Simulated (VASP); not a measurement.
# SrO (R-3m) in VASP: notebook

SrO is run at these levels: PBE, PBEsol; tasks: single point.

Everything below comes from runs of VASP 6.6.1. Logs are shortened: lines on timing, memory, paths and dates and some standing lists are left out, and cuts for length are marked.

## Step 1: The cell of the first run

The structure is trigonal, space group R-3m (No. 166). The conventional cell has a = 3.614 Å, b = 3.614 Å, c = 27.984 Å, α = 90.00°, β = 90.00°, γ = 120.00°. Within 3.4 Å of Sr (site symmetry -3m) lie 6 O at 2.61 Å and 2 Sr at 3.15 Å. Within 3.4 Å of Sr (site symmetry 3m) lie 6 O at 2.58 to 2.61 Å and 1 Sr at 3.15 Å. Within 3.4 Å of O (site symmetry -3m) lie 6 Sr at 2.58 Å. Within 3.4 Å of O (site symmetry 3m) lie 6 Sr at 2.61 Å.

## Step 2: Single point, PBE

Input file POSCAR:

```
SrO
1.0
    1.8068827286      1.0432042297      9.3280357606
   -1.8068827286      1.0432042297      9.3280357606
    0.0000000000     -2.0864084595      9.3280357606
Sr O
3 3
Direct
    0.5000000000      0.5000000000      0.5000000000
    0.6124063137      0.6124063137      0.6124063137
    0.3875936863      0.3875936863      0.3875936863
    0.0000000000      0.0000000000      0.0000000000
    0.7770653443      0.7770653443      0.7770653443
    0.2229346557      0.2229346557      0.2229346557
```

Input file INCAR.step1:

```
SYSTEM = SrO
PREC     = Accurate       ! precision mode
ENCUT    = 520            ! plane-wave cutoff, eV
EDIFF    = 1E-6           ! SCF threshold, eV
ISMEAR   = 0              ! smearing method
SIGMA    = 0.02           ! smearing width, eV
LREAL    = .FALSE.        ! projectors in reciprocal space
LASPH    = .TRUE.         ! aspherical terms in the spheres
NELM     = 100            ! most SCF steps
ALGO     = Normal         ! electronic algorithm
ISIF     = 2              ! what is computed and relaxed
LWAVE    = .FALSE.        ! write WAVECAR
LCHARG   = .TRUE.         ! write CHGCAR
GGA      = PE             ! functional
NBANDS   = 33             ! bands
```

Input file KPOINTS.step1:

```
Automatic mesh
0
G
  6 6 6
  0 0 0
```

Input file INCAR.step2:

```
SYSTEM = SrO
PREC     = Accurate       ! precision mode
ENCUT    = 520            ! plane-wave cutoff, eV
EDIFF    = 1E-6           ! SCF threshold, eV
ISMEAR   = -5             ! smearing method
SIGMA    = 0.02           ! smearing width, eV
LREAL    = .FALSE.        ! projectors in reciprocal space
LASPH    = .TRUE.         ! aspherical terms in the spheres
NELM     = 100            ! most SCF steps
ALGO     = Normal         ! electronic algorithm
ISIF     = 2              ! what is computed and relaxed
LWAVE    = .FALSE.        ! write WAVECAR
LCHARG   = .FALSE.        ! write CHGCAR
GGA      = PE             ! functional
LORBIT   = 11             ! projections on sites
NBANDS   = 33             ! bands
NEDOS    = 1001           ! points of the DOS
ICHARG   = 11             ! starting density
```

Input file KPOINTS.step2:

```
Automatic mesh
0
G
  9 9 9
  0 0 0
```

Potentials or basis: VASP PAW PBE potentials, release 64 (Sr_sv, O).

Command:

```bash
$ cat potpaw_PBE.64/Sr_sv/POTCAR potpaw_PBE.64/O/POTCAR > POTCAR
$ cp INCAR.step1 INCAR
$ cp KPOINTS.step1 KPOINTS
$ mpirun -np 1 vasp_std > vasp.out
$ cp INCAR.step2 INCAR
$ cp KPOINTS.step2 KPOINTS
$ mpirun -np 1 vasp_std > vasp.out
```

OUTCAR:

```text
SYSTEM = SrO
   PREC = Accurate
   ENCUT = 520
   EDIFF = 1E-6
   ISMEAR = -5
   LREAL = .FALSE.
   LASPH = .TRUE.
   NELM = 100
   ISIF = 2
   GGA = PE
   LORBIT = 11
   ICHARG = 11

 ion  position               nearest neighbor table
   1  0.500  0.500  0.500-   6 2.61   5 2.61   6 2.61   6 2.61   5 2.61   5 2.61   3 3.15   2 3.15
                             3 4.79   2 4.79   3 4.79   2 4.79   3 4.79   2 4.79   2 4.79   3 4.79
   2  0.612  0.612  0.612-   4 2.58   4 2.58   4 2.58   6 2.61   6 2.61   6 2.61   1 3.15   3 3.68
                             3 3.68   3 3.68   1 4.79   1 4.79   1 4.79   1 4.79   1 4.79   1 4.79
   3  0.388  0.388  0.388-   4 2.58   4 2.58   4 2.58   5 2.61   5 2.61   5 2.61   1 3.15   2 3.68
                             2 3.68   2 3.68   1 4.79   1 4.79   1 4.79   1 4.79   1 4.79   1 4.79
   4  0.000  0.000  0.000-   2 2.58   3 2.58   2 2.58   2 2.58   3 2.58   3 2.58
   5  0.777  0.777  0.777-   3 2.61   3 2.61   3 2.61   1 2.61   1 2.61   1 2.61
   6  0.223  0.223  0.223-   2 2.61   2 2.61   2 2.61   1 2.61   1 2.61   1 2.61

  LATTYP: Found a trigonal (rhomboedric) cell.
 ALAT       =     9.5585224491
 COS(alpha) =     0.9285325313

  Lattice vectors:

 A1 = (   1.8068827286,   1.0432042297,   9.3280357606)
 A2 = (  -1.8068827286,   1.0432042297,   9.3280357606)
 A3 = (   0.0000000000,  -2.0864084595,   9.3280357606)

Analysis of symmetry for initial positions (statically):
=====================================================================
 Subroutine PRICEL returns:
 Original cell was already a primitive cell.

 Routine SETGRP: Setting up the symmetry group for a
 trigonal (rhombohedral) supercell.

 Subroutine GETGRP returns: Found 12 space group operations
 (whereof 12 operations were pure point group operations)
 out of a pool of 12 trial point group operations.

The static configuration has the point symmetry D_3d.

Analysis of symmetry for dynamics (positions and initial velocities):
=====================================================================
 Subroutine PRICEL returns:
 Original cell was already a primitive cell.

 Routine SETGRP: Setting up the symmetry group for a
 trigonal (rhombohedral) supercell.

 Subroutine GETGRP returns: Found 12 space group operations
 (whereof 12 operations were pure point group operations)
 out of a pool of 12 trial point group operations.

The dynamic configuration has the point symmetry D_3d.

 Subroutine INISYM returns: Found 12 space group operations
 (whereof 12 operations are pure point group operations),
[... 120 lines left out ...]
   EFERMI =   0.00;   METHOD = LEGACY
   ISMEAR =    -5;   SIGMA  =   0.02  broadening in eV -4-tet -1-fermi 0-gaus
   EFERMI_NEDOS =   21; number of points for ismear=-14 and -15
   IALGO  =     38    algorithm
   IMIX   =      4    mixing-type and parameters
     AMIX     =   0.40;   BMIX     =  1.00
     AMIX_MAG =   1.60;   BMIX_MAG =  1.00
  volume/ion in A,a.u.               =      17.58       118.65
  Fermi-wavevector in a.u.,A,eV,Ry     =   1.259143  2.379435 21.571229  1.585441
  Thomas-Fermi vector in A             =   2.392717
   LORBIT       =     11    0 simple, 1 ext, 2 COOP (PROOUT), +10 PAW based schemes
   GGA     = PE    functional components
   LHFCALC =     F    Hartree Fock is set to
   AEXX    =    0.0000 exact exchange contribution
   IVDW    =     0    specifies the selected vdW correction
   LEPSILON=     F    determine dielectric tensor
   LRPA    =     F    only Hartree local field effects (RPA)
 non-spin polarized calculation
 Fermi weights with tetrahedron method with Bloechl corrections
  energy-cutoff  :      520.00
  volume of cell :      105.50
 maximum number of plane-waves:      2870

 number of electron      48.0000001 magnetization

 Free energy of the ion-electron system (eV)
  ---------------------------------------------------
  ext. energy  EPLUGINS =         0.00000000
  ---------------------------------------------------
  free energy    TOTEN  =       -35.54234031 eV

  energy without entropy =      -35.54234031  energy(sigma->0) =      -35.54234031

 E-fermi :   1.6130     XC(G=0):  -9.8593

 val. band max:        1.6097079352   @ k =   0.0000   0.0000   0.0000
 cond. band min:       5.1095581276   @ k =   0.4444   0.4444  -0.0000
 fundamental gap:      3.4998501923
 Fermi energy:         1.6129863940

 k-point     1 :       0.0000    0.0000    0.0000
  band No.  band energies     occupation
      1     -31.2279      2.00000
      2     -31.0839      2.00000
      3     -31.0774      2.00000
      4     -14.9809      2.00000
      5     -14.9323      2.00000
      6     -13.5068      2.00000
[... 853 lines left out ...]
     32       9.9632      0.00000
     33      10.5626      0.00000

 [... further k-points ...]

------------------------ aborting loop because EDIFF is reached ----------------------------------------

  FORCE on cell =-STRESS in cart. coord.  units (eV):
  Direction    XX          YY          ZZ          XY          YZ          ZX
  --------------------------------------------------------------------------------------
  -------------------------------------------------------------------------------------
  Total        0.3250867      0.3250867      0.3987421      0.0000000     -0.0000000      0.0000000
  in kB        4.9370670      4.9370670      6.0556664      0.0000000     -0.0000000      0.0000000
  external PRESSURE =       5.3099335 kB  Pullay stress =       0.0000000 kB

 VOLUME and BASIS-vectors are now :
 -----------------------------------------------------------------------------
  energy-cutoff  :      520.00
  volume of cell :      105.50
      direct lattice vectors                 reciprocal lattice vectors
     1.806882729  1.043204230  9.328035761     0.276719674  0.159764178  0.035734569
    -1.806882729  1.043204230  9.328035761    -0.276719674  0.159764178  0.035734569
     0.000000000 -2.086408459  9.328035761     0.000000000 -0.319528357  0.035734569

 POSITION                                       TOTAL-FORCE (eV/Angst)
 -----------------------------------------------------------------------------------
      0.00000     -0.00000     13.99205         0.000000      0.000000     -0.000000
      0.00000     -0.00000     17.13764        -0.000000     -0.000000      0.004348
      0.00000     -0.00000     10.84646        -0.000000      0.000000     -0.004348
      0.00000      0.00000      0.00000        -0.000000      0.000000     -0.000000
      0.00000     -0.00000     21.74548        -0.000000     -0.000000      0.000112
      0.00000     -0.00000      6.23863        -0.000000      0.000000     -0.000112
 -----------------------------------------------------------------------------------
    total drift:                               -0.000000     -0.000000     -0.000000

  FREE ENERGIE OF THE ION-ELECTRON SYSTEM (eV)
  ---------------------------------------------------
  free  energy   TOTEN  =       -35.5423403053 eV

  energy  without entropy=      -35.5423403053  energy(sigma->0) =      -35.54234031

 total charge

# of ion       s       p       d       tot
------------------------------------------
    1        2.016   5.801   0.244   8.061
    2        2.016   5.807   0.249   8.072
    3        2.016   5.807   0.249   8.072
    4        1.552   3.419   0.000   4.971
    5        1.551   3.405   0.000   4.956
    6        1.551   3.405   0.000   4.956
--------------------------------------------------
tot         10.701  27.645   0.743  39.089
```

It took 24 min on 1 thread of Intel Xeon Platinum 8259CL at 2.50GHz (Skylake/Cascade Lake), shared host; peak memory 0.84 GiB.

Results:

- Valence electrons inside the program's atomic spheres: Sr 8.06, 8.07 (each value once); O 4.97, 4.96 (each value once)

## Step 3: Single point, PBEsol

POSCAR is that of step 2.

Input file INCAR.step1:

```
SYSTEM = SrO
PREC = Accurate
ENCUT = 520
EDIFF = 1E-6
ISMEAR = 0
SIGMA = 0.02
LREAL = .FALSE.
LASPH = .TRUE.
NELM = 100
ALGO = Normal
ISIF = 2
LWAVE = .FALSE.
LCHARG = .TRUE.
GGA = PS
NBANDS = 33
```

Input file KPOINTS.step1:

```
regular mesh
0
G
  6 6 6
  0 0 0
```

Input file INCAR.step2:

```
SYSTEM = SrO
PREC = Accurate
ENCUT = 520
EDIFF = 1E-6
ISMEAR = -5
SIGMA = 0.02
LREAL = .FALSE.
LASPH = .TRUE.
NELM = 100
ALGO = Normal
ISIF = 2
LWAVE = .FALSE.
LCHARG = .FALSE.
GGA = PS
LORBIT = 11
NEDOS = 1001
ICHARG = 11
```

Input file KPOINTS.step2:

```
regular mesh
0
G
  9 9 9
  0 0 0
```

Potentials or basis: VASP PAW PBE potentials, release 64 (Sr_sv, O).

Command:

```bash
$ cat potpaw_PBE.64/Sr_sv/POTCAR potpaw_PBE.64/O/POTCAR > POTCAR
$ cp INCAR.step1 INCAR
$ cp KPOINTS.step1 KPOINTS
$ mpirun -np 1 vasp_std > vasp.out
$ cp INCAR.step2 INCAR
$ cp KPOINTS.step2 KPOINTS
$ mpirun -np 1 vasp_std > vasp.out
```

Wall time 27 min (1 thread of Intel Xeon Platinum 8259CL at 2.50GHz (Skylake/Cascade Lake), shared host); peak memory 0.82 GiB.

It converged, with:

- Valence electrons inside the program's atomic spheres: Sr 8.03, 8.04 (each value once); O 4.95, 4.93 (each value once)

Levels at points of the mesh, in eV from the valence-band top:
```tsv
k point	band 21	band 22	band 23	band 24	band 25	band 26	band 27	band 28
(0.00, 0.00, 0.00)	-0.67	-0.13	0.00	0.00	3.43	4.43	5.69	6.27
```

Caveat: the PAW data sets were made with another functional, which shifts forces and pressure a little.
